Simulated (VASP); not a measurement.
## SnO: single point with HSE06

The system is SnO.

```
Sn O
1.0
     0.00000    2.57280    2.57280
     2.57280    0.00000    2.57280
     2.57280    2.57280    0.00000
Sn O
1 1
Direct
  0.00000 0.00000 0.00000
  0.25000 0.25000 0.25000
```

This cell differs from its parent crystal: strain -5.0%.

```json
{
 "Program": "VASP 6.6.1",
 "Task": "single point",
 "Functional": "HSE06",
 "Potentials or basis": "VASP PAW PBE potentials, release 64 (Sn_d, O)",
 "Cutoff": "520 eV",
 "k mesh": "6 × 6 × 6",
 "Occupations": "fermi-dirac, width 0.02 eV",
 "Spin": "no spin polarisation",
 "Dipole correction": "no",
 "Grid for exact exchange (PRECFOCK)": "Normal",
 "Further INCAR settings": "ALGO = Normal; EDIFF = 1e-06; NBANDS = 17",
 "Screening parameter": "0.2079 1/Å"
}
```

```
Pressure               : 12.7 GPa
Band gap on the k mesh : zero (band 10 reaches 8.33 eV, above the bottom of band 11 at 8.24 eV)
```

Levels at points of the mesh, in eV from the Fermi level:
```tsv
k point	band 8	band 9	band 10	band 11	band 12	band 13
(0.00, 0.00, 0.00)	-5.93	-5.93	-5.93	5.28	5.28	5.28
(0.50, 0.00, 0.00)	-6.47	-6.47	-3.05	1.45	5.32	5.32
(0.50, 0.50, 0.00)	-7.42	-7.42	-1.48	-0.10	5.33	6.26
```

Wall time 33 min on 1 thread of Intel(R) Xeon(R) Platinum 8488C (Sapphire Rapids), with other jobs on the host, peak memory 0.28 GiB.

Caveat: the cell differs from its parent crystal (strain -5.0%); the PAW data sets were made with another functional, which shifts forces and pressure a little; spin-orbit coupling is left out, which moves the levels of the heavy elements.
